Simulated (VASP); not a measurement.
Here is a VASP 6.6.1 calculation.

The input POSCAR:

```
Si3Sn
1.0
    4.0376389099      0.0000000000      0.0000000000
    0.0000000000      4.0376389099      0.0000000000
    0.0000000000      0.0000000000      5.8980846646
Si Sn
3 1
Direct
    0.5000000000      0.0000000000      0.7741486924
    0.5000000000      0.5000000000      0.0000000000
    0.0000000000      0.5000000000      0.2258513076
    0.0000000000      0.0000000000      0.5000000000
```

INCAR.step1

```
SYSTEM = Si3Sn
PREC = Accurate ; ENCUT = 520
ISMEAR = -1 ; SIGMA = 0.02
LREAL = .FALSE. ; LASPH = .TRUE.
NELM = 80 ; NBANDS = 21
GGA = PE ; ALGO = Normal
EDIFF = 1E-4 ; LWAVE = .TRUE.
LCHARG = .FALSE.
```

The input INCAR.step2:

```
SYSTEM = Si3Sn
PREC = Accurate ; ENCUT = 520
EDIFF = 1E-6 ; ISMEAR = -1
SIGMA = 0.02 ; LREAL = .FALSE.
LASPH = .TRUE. ; NELM = 80
ALGO = Normal ; ISIF = 2
LWAVE = .FALSE. ; LCHARG = .FALSE.
METAGGA = R2SCAN ; LMIXTAU = .TRUE.
NBANDS = 21 ; ISTART = 1
```

KPOINTS

```
Automatic mesh
0
G
  6 6 4
  0 0 0
```

Potentials or basis: VASP PAW PBE potentials, release 64 (Si, Sn_d).

Launch:

```console
$ cat potpaw_PBE.64/Si/POTCAR potpaw_PBE.64/Sn_d/POTCAR > POTCAR
$ cp INCAR.step1 INCAR
$ mpirun -np 1 vasp_std > vasp.out
$ cp INCAR.step2 INCAR
$ mpirun -np 1 vasp_std > vasp.out
```

Estimate the pressure.

-2.1 GPa.

Estimate the band gap on the k mesh.

0.32 eV, indirect (least direct gap 0.76 eV).

Forces in eV/Å, atoms in the order of the input:
```
Si   0.000  0.000  0.006
Si   0.000  0.000  0.000
Si   0.000  0.000 -0.006
Sn   0.000  0.000  0.000
```

Caveat: the cell differs from its parent crystal (uniaxial z strain +2.6%); the PAW data sets were made with another functional, which shifts forces and pressure a little; spin-orbit coupling is left out, which moves the levels of the heavy elements. A k mesh can miss the band edges.
